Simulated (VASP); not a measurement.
Al2HCl:

```
CELL_PARAMETERS angstrom
1.69550 0.97890 5.56999
-1.69550 0.97890 5.56999
0.00000 -1.95779 5.56999
ATOMIC_POSITIONS crystal
Al 0.76132 0.76132 0.76132
Al 0.23868 0.23868 0.23868
H 0.50000 0.50000 0.50000
Cl 0.00000 0.00000 0.00000
```

* Program: VASP 6.6.1
* Task: relaxation of cell and atoms
* Functional: PBE
* Potentials or basis: VASP PAW PBE potentials, release 64 (Al, H, Cl)
* Cutoff: 500 eV
* k mesh: 6 × 6 × 6
* Occupations: gaussian, width 0.1 eV
* Spin: no spin polarisation

At the start: pressure 11.9 GPa; volume 13.87 Å³/atom.

Question: How do energy, volume and symmetry change on relaxing?

Answer: Over 10 steps the energy falls by 332.1 meV/atom and the volume is 15.19 Å³/atom (+9.6 %); space group R-3m (No. 166, to 0.1 Å) before and after.

Step by step:
| step | energy change (eV) | largest force (eV/Å) | pressure (GPa) | volume (Å³) |
| --- | --- | --- | --- | --- |
| 1 | 0.0000 | 3.0247 | 11.89 | 55.47 |
| 2 | -1.0213 | 1.2597 | 0.38 | 64.11 |
| 3 | -1.1374 | 0.6181 | -2.63 | 68.24 |
| 4 | -1.1404 | 0.5346 | -3.01 | 68.90 |
| 5 | -1.2428 | 0.2926 | -2.25 | 66.07 |
| 6 | -1.3098 | 0.1543 | -0.62 | 62.48 |
| 7 | -1.3114 | 0.2663 | -0.18 | 61.78 |
| 8 | -1.3115 | 0.2424 | -0.28 | 61.92 |
| 9 | -1.3247 | 0.1154 | -0.13 | 61.29 |
| 10 | -1.3282 | 0.0395 | 0.05 | 60.78 |

Final structure:
```cif
data_structure
_symmetry_space_group_name_H-M 'P 1'
_symmetry_Int_Tables_number 1
_cell_length_a 6.6467
_cell_length_b 6.6467
_cell_length_c 6.6467
_cell_angle_alpha 28.931
_cell_angle_beta 28.931
_cell_angle_gamma 28.931
_cell_volume 60.78
loop_
_atom_site_label
_atom_site_type_symbol
_atom_site_fract_x
_atom_site_fract_y
_atom_site_fract_z
_atom_site_occupancy
Al1 Al 0.77817 0.77817 0.77817 1
Al2 Al 0.22183 0.22183 0.22183 1
H1 H 0.50000 0.50000 0.50000 1
Cl1 Cl 0.00000 0.00000 0.00000 1
```

Caveat: the k points lie up to 0.37 Å⁻¹ apart in the final cell, too coarse for converged energies and pressures of a metal.
